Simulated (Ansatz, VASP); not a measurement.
## One calculation of NbP, two programs

INCAR

```
PREC = Accurate ; ENCUT = 520
EDIFF = 1E-6 ; ISMEAR = -1
SIGMA = 0.05 ; LREAL = F
LASPH = T ; NELM = 80
ALGO = Normal ; ISIF = 2
LWAVE = F ; LCHARG = T
GGA = PE ; LELF = T
LVHAR = T ; NBANDS = 26
```

Contents of KPOINTS:

```
regular mesh
0
Gamma
  11 11 11
```

The input POSCAR:

```
NbP
1.0
   -1.6636818200      1.6636818200      5.7015827992
    1.6636818200     -1.6636818200      5.7015827992
    1.6636818200      1.6636818200     -5.7015827992
Nb P
2 2
Direct
    0.2498808000      0.7498808000      0.5000000000
    0.4998808000      0.4998808000      0.0000000000
    0.8327477700      0.3327477700      0.5000000000
    0.0827477700      0.0827477700      0.0000000000
```

File input.yaml:

```yaml
crystal:
  lattice:
    - [-1.66368182, 1.66368182, 5.7015827992]
    - [1.66368182, -1.66368182, 5.7015827992]
    - [1.66368182, 1.66368182, -5.7015827992]
  atoms:
    - { symbol: Nb, position: [0.2498808, 0.7498808, 0.5] }
    - { symbol: Nb, position: [0.4998808, 0.4998808, 0.0] }
    - { symbol: P, position: [0.83274777, 0.33274777, 0.5] }
    - { symbol: P, position: [0.08274777, 0.08274777, 0.0] }
hamiltonian:
  xc: pbe
  pseudopotentials: { kind: paw, azcp: { folder: soft_1 } }
kpoints:
  mp_grid: { grid: [11, 11, 11] }
scf:
  occupations: { method: fermi_dirac, width: 0.05 }
output:
  forces: true
  stress: true
  eigenvalues: true
  write_density: true
  write_potential: true
  elf: true
  volumetric_format: npy
```

Alike in both runs: task single point; functional PBE; k mesh 11 × 11 × 11; occupations fermi-dirac, width 0.05 eV; no spin polarisation.

|  | VASP | Ansatz |
| --- | --- | --- |
| version | VASP 6.6.1 | Ansatz 0.2.0 |
| potentials or method | VASP PAW PBE potentials, release 64 (Nb_sv, P) | Ansatz PAW soft_1 |
| plane-wave cutoff (eV) | 520 | 420 |
| valence electrons in the cell | 36 | 36 |

```tsv
	VASP	Ansatz	Ansatz less VASP
gap on the k mesh at the Fermi level (eV)	none	none	-
pressure (GPa)	2.4	2.8	+0.41
traceless stress, the component that is largest in VASP (GPa)	-0.63	-0.66	-0.026
rms of the force components (eV/Å)	0.013	0.014	+0.0009
```

Atom by atom the forces differ by 0.001 eV/Å (rms over components). A gap of «none» marks a metal or a gap that the smearing closes.
